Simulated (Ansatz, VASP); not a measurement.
## Mo2C3 in VASP and in Ansatz

```
Mo C
1.0
     3.95587    0.00000    0.00000
     0.00000    3.95587    0.00000
     0.00000    0.00000    3.95587
Mo C
2 3
Direct
  0.50000 0.50000 0.50000
  0.00000 0.00000 0.00000
  0.50000 0.00000 0.00000
  0.00000 0.50000 0.00000
  0.00000 0.00000 0.50000
```

Alike in both runs: task single point; functional PBE; k mesh 4 × 4 × 4; occupations gaussian, width 0.1 eV; collinear spin.

```csv
,VASP,Ansatz
version,VASP 6.6.1,Ansatz 0.2.0
potentials or method,"VASP PAW PBE potentials, release 64 (Mo_sv, C), cutoff 520 eV","scalar-relativistic, plane waves, PAW"
valence electrons in the cell,40,40
```

Ansatz gave:

* gap on the k mesh at the Fermi level (eV): none
* pressure (GPa): 2.8
* net moment per atom (μB): 0.35
* size of the moment on the site where the two differ most (μB): 1.67

Task: Estimate VASP's values.

Result: gap on the k mesh at the Fermi level (eV): none; pressure (GPa): 0.0; net moment per atom (μB): 0.00; size of the moment on the site where the two differ most (μB): 0.00.

The net moments are unlike, so the other rows may belong to different states. Site moments also hang on the region over which each program counts them. A gap of «none» marks a metal or a gap that the smearing closes.

The k mesh is coarse, so the values compare programs but aren't converged.
